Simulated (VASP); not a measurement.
Crystal: Cr.

```
Cr
1.0
    -1.41997    1.41997    1.41997
     1.41997   -1.41997    1.41997
     1.41997    1.41997   -1.41997
Cr
1
Direct
  0.00000 0.00000 0.00000
```

| Quantity | Value |
| --- | --- |
| Program | VASP 6.6.1 |
| Task | relaxation of cell and atoms |
| Functional | PBEsol |
| Potentials or basis | VASP PAW PBE potentials, release 64 (Cr_pv) |
| Cutoff | 600 eV |
| k mesh | 20 × 20 × 20 |
| Occupations | gaussian, width 0.1 eV |
| Spin | no spin polarisation |

At the start: pressure -7.9 GPa; volume 11.45 Å³/atom.

Task: Where does the relaxation end?

Result: Over 4 steps the energy falls by 8.5 meV/atom and the volume is 11.12 Å³/atom (-2.9 %); space group Im-3m (No. 229, to 0.1 Å) before and after.

The path:
| step | energy change (eV) | largest force (eV/Å) | pressure (GPa) | volume (Å³) |
| --- | --- | --- | --- | --- |
| 1 | 0.0000 | 0.0000 | -7.87 | 11.45 |
| 2 | 0.0203 | 0.0000 | 16.86 | 10.55 |
| 3 | -0.0084 | 0.0000 | -0.17 | 11.12 |
| 4 | -0.0085 | 0.0000 | -0.01 | 11.12 |

Final structure:
```
CELL_PARAMETERS angstrom
-1.40596 1.40596 1.40596
1.40596 -1.40596 1.40596
1.40596 1.40596 -1.40596
ATOMIC_POSITIONS crystal
Cr 0.00000 0.00000 0.00000
```

Caveat: the PAW data sets were made with another functional, which shifts forces and pressure a little; the run has no spin polarisation, though such a crystal can be magnetic.
